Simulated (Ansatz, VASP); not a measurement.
**GaP: VASP beside Ansatz**

File INCAR:

```
  PREC = Accurate
  ENCUT = 520
  EDIFF = 1E-6
  ISMEAR = 1
  SIGMA = 0.1
  LREAL = F
  LASPH = T
  NELM = 60
  ALGO = Normal
  ISIF = 2
  LWAVE = F
  LCHARG = F
  GGA = PS
  NBANDS = 26
```

File KPOINTS:

```
Automatic mesh
0
Gamma
  12 12 12
```

File POSCAR:

```
GaP
1.0
    1.9430151755      1.1218003346      6.3021938983
   -1.9430151755      1.1218003346      6.3021938983
    0.0000000000     -2.2436006692      6.3021938983
Ga P
2 2
Direct
    0.4353720000      0.4353720000      0.4353720000
    0.5646280000      0.5646280000      0.5646280000
    0.0573890000      0.0573890000      0.0573890000
    0.9426110000      0.9426110000      0.9426110000
```

Input for Ansatz:

```yaml
crystal:
  lattice:
    - [1.9430151755, 1.1218003346, 6.3021938983]
    - [-1.9430151755, 1.1218003346, 6.3021938983]
    - [0.0, -2.2436006692, 6.3021938983]
  atoms:
    - { symbol: Ga, position: [0.435372, 0.435372, 0.435372] }
    - { symbol: Ga, position: [0.564628, 0.564628, 0.564628] }
    - { symbol: P, position: [0.057389, 0.057389, 0.057389] }
    - { symbol: P, position: [0.942611, 0.942611, 0.942611] }
basis:
  ecutwfc: 420
kpoints:
  mp_grid: { grid: [12, 12, 12] }
hamiltonian:
  xc: pbesol
scf:
  occupations: { method: cold, width: 0.1 }
output:
  forces: true
  stress: true
  eigenvalues: true
```

Change from the starting cell: strain -0.0200 x Voigt [0, 0, 1, 0, 0, 0], atoms carried along.

Alike in both runs: task single point; functional PBEsol; k mesh 12 × 12 × 12; no spin polarisation.

|  | VASP | Ansatz |
| --- | --- | --- |
| version | VASP 6.6.1 | Ansatz 0.2.0 |
| potentials or method | VASP PAW PBE potentials, release 64 (Ga_d, P), cutoff 520 eV | scalar-relativistic, plane waves, PAW |
| occupations | methfessel-paxton of order 1, width 0.1 eV | cold, width 0.1 eV |
| valence electrons in the cell | 36 | 36 |

Ansatz gave:

| Property | Result |
| --- | --- |
| gap on the k mesh at the Fermi level (eV) | 0.83 |
| least direct gap on the mesh (eV) | 0.90 |
| pressure (GPa) | -1.2 |
| traceless stress, the component that is largest in VASP (GPa) | 3.13 |
| rms of the force components (eV/Å) | 0.184 |

**Question.** What did VASP give for the same quantities?

**Answer.** gap on the k mesh at the Fermi level (eV): 0.84; least direct gap on the mesh (eV): 0.90; pressure (GPa): -1.2; traceless stress, the component that is largest in VASP (GPa): 3.11; rms of the force components (eV/Å): 0.177.

VASP's potentials were made for PBE, not for PBEsol. Atom by atom the forces differ by 0.007 eV/Å (rms over components).
